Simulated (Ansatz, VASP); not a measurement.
Al in VASP and in Ansatz

```
CELL_PARAMETERS angstrom
0.00000 1.99241 1.99241
1.99241 0.00000 1.99241
1.99241 1.99241 0.00000
ATOMIC_POSITIONS crystal
Al 0.00000 0.00000 0.00000
```

Alike in both runs: functional LDA; k mesh 18 × 18 × 18; occupations fermi-dirac, width 0.15 eV; no spin polarisation.

Ansatz relaxed the structure, and its values are those at the end. VASP's run is a single point on that final structure, the one shown.

|  | VASP | Ansatz |
| --- | --- | --- |
| version | VASP 6.6.1 | Ansatz 0.2.0 |
| potentials or method | VASP PAW LDA potentials, release 64 (Al), cutoff 520 eV | scalar-relativistic, plane waves, PAW |
| valence electrons in the cell | 3 | 3 |

```tsv
	VASP	Ansatz	Ansatz less VASP
gap on the k mesh at the Fermi level (eV)	none	none	-
pressure (GPa)	0.1	0.0	-0.08
```

LDA's correlation is that of Perdew and Zunger in VASP and of Perdew and Wang (1992) in Ansatz. A gap of «none» marks a metal or a gap that the smearing closes.
